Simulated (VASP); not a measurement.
Set up this calculation in VASP 6.6.1, as the native input.

* Task: single point
* Functional: PBEsol
* Potentials or basis: VASP PAW PBE potentials, release 64 (Al)
* Cutoff: 520 eV
* k mesh: 20 × 20 × 20
* Occupations: gaussian, width 0.15 eV
* Spin: no spin polarisation
* Dipole correction: no
* Further INCAR settings: ALGO = Fast; EDIFF = 1e-07; NBANDS = 8

The structure of Al lies in POSCAR:

```
Al
1.0
    0.0252997500      2.0239800000      2.0239800000
    2.0239800000      0.0252997500      2.0239800000
    2.0492797500      2.0492797500      0.0000000000
Al
1
Direct
    0.0000000000      0.0000000000      0.0000000000
```

This cell differs from its parent crystal: strain +0.0250 x Voigt [0, 0, 0, 0, 0, 1].

One way to write it, as run:

INCAR

```
SYSTEM = Al
PREC     = Accurate       ! precision mode
ENCUT    = 520            ! plane-wave cutoff, eV
EDIFF    = 1E-7           ! SCF threshold, eV
ISMEAR   = 0              ! smearing method
SIGMA    = 0.15           ! smearing width, eV
LREAL    = .FALSE.        ! projectors in reciprocal space
LASPH    = .TRUE.         ! aspherical terms in the spheres
NELM     = 60             ! most SCF steps
ALGO     = Fast           ! electronic algorithm
ISIF     = 2              ! what is computed and relaxed
LWAVE    = .FALSE.        ! write WAVECAR
LCHARG   = .TRUE.         ! write CHGCAR
GGA      = PS             ! functional
LELF     = .TRUE.         ! ELF
LVHAR    = .TRUE.       
NBANDS   = 8              ! bands
```

KPOINTS

```
regular mesh
0
G
  20 20 20
  0 0 0
```

Potentials or basis: VASP PAW PBE potentials, release 64 (Al).

Command:

```bash
$ cat potpaw_PBE.64/Al/POTCAR > POTCAR
$ mpirun -np 1 vasp_std > vasp.out
```

It gave:

```yaml
Pressure: -1.8 GPa
Band_gap_on_the_k_mesh: zero (an odd number of electrons rules out a gap without spin polarisation)
```

Caveat: the cell differs from its parent crystal (strain +0.0250 x Voigt [0, 0, 0, 0, 0, 1]); the PAW data sets were made with another functional, which shifts forces and pressure a little.

Run time: 110 s on 1 thread of Intel Xeon 8259CL, on a shared host, peak memory 0.25 GiB.
